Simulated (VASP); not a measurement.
A run of VASP 6.6.1 is set up as follows.

The input INCAR:

```
PREC = Accurate
ENCUT = 520
EDIFF = 1E-7
ISMEAR = 0
SIGMA = 0.1
LREAL = False
LASPH = True
NELM = 100
ALGO = Normal
ISIF = 2
LWAVE = False
LCHARG = True
GGA = PS
LELF = True
LVHAR = True
NBANDS = 34
```

The input KPOINTS:

```
regular mesh
0
Gamma
  2 2 2
```

POSCAR

```
YPb3
1.0
    4.8140000000      0.0000000000      0.0000000000
    0.0000000000      4.8140000000      0.0000000000
    0.0000000000      0.0000000000      4.8140000000
Y Pb
1 3
Direct
    0.0000000000      0.0000000000      0.0000000000
    0.0000000000      0.5000000000      0.5000000000
    0.5000000000      0.0000000000      0.5000000000
    0.5000000000      0.5000000000      0.0000000000
```

Potentials or basis: VASP PAW PBE potentials, release 64 (Y_sv, Pb_d).

Launch:

```sh
$ cat potpaw_PBE.64/Y_sv/POTCAR potpaw_PBE.64/Pb_d/POTCAR > POTCAR
$ mpirun -np 1 vasp_std > vasp.out
```

What does it give for the pressure?

1.3 GPa.

Caveat: the k points lie up to 0.65 Å⁻¹ apart; the PAW data sets were made with another functional, which shifts forces and pressure a little.
